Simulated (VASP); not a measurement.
Here is a VASP 6.6.1 calculation.

The input INCAR:

```
  PREC = Accurate
  ENCUT = 520
  EDIFF = 1E-6
  ISMEAR = 0
  SIGMA = 0.05
  LREAL = False
  LASPH = True
  NELM = 80
  ALGO = Normal
  ISIF = 2
  LWAVE = False
  LCHARG = False
  GGA = CA
  NBANDS = 25
```

File KPOINTS:

```
regular mesh
0
Gamma
  6 6 8
```

File POSCAR:

```
SiO2
1.0
    4.1801000000      0.0000000000      0.0000000000
    0.0000000000      4.1801000000      0.0000000000
    0.0000000000      0.0000000000      2.8529000000
Si O
2 4
Direct
    0.5000000000      0.5000000000      0.5000000000
    0.0000000000      0.0000000000      0.0000000000
    0.6944252994      0.6944252994      0.0000000000
    0.1944252994      0.8055747006      0.5000000000
    0.3055747006      0.3055747006      0.0000000000
    0.8055747006      0.1944252994      0.5000000000
```

Potentials or basis: VASP PAW LDA potentials, release 64 (Si, O).

The run is started by

```console
$ cat potpaw_LDA.64/Si/POTCAR potpaw_LDA.64/O/POTCAR > POTCAR
$ mpirun -np 1 vasp_std > vasp.out
```

(1) Predict the pressure.

(2) Predict the band gap on the k mesh.

(3) Predict the largest force.

Answers

(1) -23.9 GPa.

(2) 4.16 eV, direct.

(3) 0.044 eV/Å.
